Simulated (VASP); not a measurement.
The system is Si.

```
Si
1.0
     0.00000    2.00000    2.00000
     2.00000    0.00000    2.00000
     2.00000    2.00000    0.00000
Si
1
Direct
  0.00000 0.00000 0.00000
```

This isn't the form of Si at room conditions, which is diamond.

| Quantity | Value |
| --- | --- |
| Program | VASP 6.6.1 |
| Task | relaxation of cell and atoms |
| Functional | PBEsol |
| Potentials or basis | VASP PAW PBE potentials, release 64 (Si) |
| Cutoff | 500 eV |
| k mesh | 17 × 17 × 17 |
| Occupations | fermi-dirac, width 0.08 eV |
| Spin | no spin polarisation |

At the start: pressure -8.5 GPa; volume 16.00 Å³/atom.

Q: Where does the relaxation end?

A: Over 3 steps the energy falls by 56.4 meV/atom and the volume is 14.09 Å³/atom (-11.9 %); space group Fm-3m (No. 225, to 0.1 Å) before and after.

The path:
| step | energy change (eV) | largest force (eV/Å) | pressure (GPa) | volume (Å³) |
| --- | --- | --- | --- | --- |
| 1 | 0.0000 | 0.0000 | -8.51 | 16.00 |
| 2 | -0.0564 | 0.0000 | -0.13 | 14.11 |
| 3 | -0.0564 | 0.0000 | 0.00 | 14.09 |

Final structure:
```yaml
crystal:
  lattice:
    - [0.00000, 1.91709, 1.91709]
    - [1.91709, 0.00000, 1.91709]
    - [1.91709, 1.91709, 0.00000]
  atoms:
    - { symbol: Si, position: [0.00000, 0.00000, 0.00000] }
```

Caveat: the PAW data sets were made with another functional, which shifts forces and pressure a little.
